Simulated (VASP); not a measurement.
VH2: vibrations by perturbation theory with LDA

VH2:

```
V H
1.0
     0.00000    2.08240    2.08240
     2.08240    0.00000    2.08240
     2.08240    2.08240    0.00000
V H
1 2
Direct
  0.00000 0.00000 0.00000
  0.25000 0.25000 0.25000
  0.75000 0.75000 0.75000
```

This cell differs from its parent crystal: phonons at volume x 1.02.

| Quantity | Value |
| --- | --- |
| Program | VASP 6.6.1 |
| Task | vibrations by perturbation theory |
| Functional | LDA |
| Potentials or basis | VASP PAW LDA potentials, release 64 (V_sv, H) |
| Cutoff | 520 eV |
| k mesh | 18 × 18 × 18 |
| Occupations | fermi-dirac, width 0.15 eV |
| Spin | no spin polarisation |
| Dipole correction | no |
| Further INCAR settings | ALGO = Normal; EDIFF = 1e-08; IBRION = 8; NSW = 1 |

The highest phonon frequency at Γ, LO-TO splitting left out is 1385 cm⁻¹.

Phonon frequencies in cm⁻¹ (negative: imaginary):
```
              q point                          frequencies
(0.000, 0.000, 0.000)  0 0 0 1207 1207 1207 1385 1385 1385
```

Wall time 7 min on 1 thread of Oxide Virtual Turin-like Processor, with other jobs on the host, peak memory 0.46 GiB.

Caveat: the cell differs from its parent crystal (phonons at volume x 1.02); the cell wasn't relaxed at this level first, which shifts response properties.
